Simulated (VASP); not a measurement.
A run of VASP 6.6.1:

File INCAR:

```
SYSTEM = Ba
ALGO = Fast
EDIFF = 1E-6
ENCUT = 520
GGA = PE
ISIF = 2
ISMEAR = 0
LASPH = .TRUE.
LCHARG = .FALSE.
LREAL = .FALSE.
LWAVE = .FALSE.
NBANDS = 11
NELM = 80
PREC = Accurate
SIGMA = 0.15
```

KPOINTS

```
k-points
0
G
  14 14 14
  0 0 0
```

POSCAR

```
Ba
1.0
   -2.3000000000      2.3000000000      2.4000000000
    2.3000000000     -2.3000000000      2.4000000000
    2.3000000000      2.3000000000     -2.4000000000
Ba
1
Direct
    0.0000000000      0.0000000000      0.0000000000
```

Potentials or basis: VASP PAW PBE potentials, release 64 (Ba_sv).

Run with:

```sh
$ cat potpaw_PBE.64/Ba_sv/POTCAR > POTCAR
$ mpirun -np 1 vasp_std > vasp.out
```

Hardware: 1 thread of Oxide Virtual Turin-like Processor, on a shared host.

Question: Estimate the wall time of this run.

Answer: It took 100 s on 1 thread of Oxide Virtual Turin-like Processor (shared host), peak memory 0.23 GiB. Counts: scf iterations 12, k points 244.
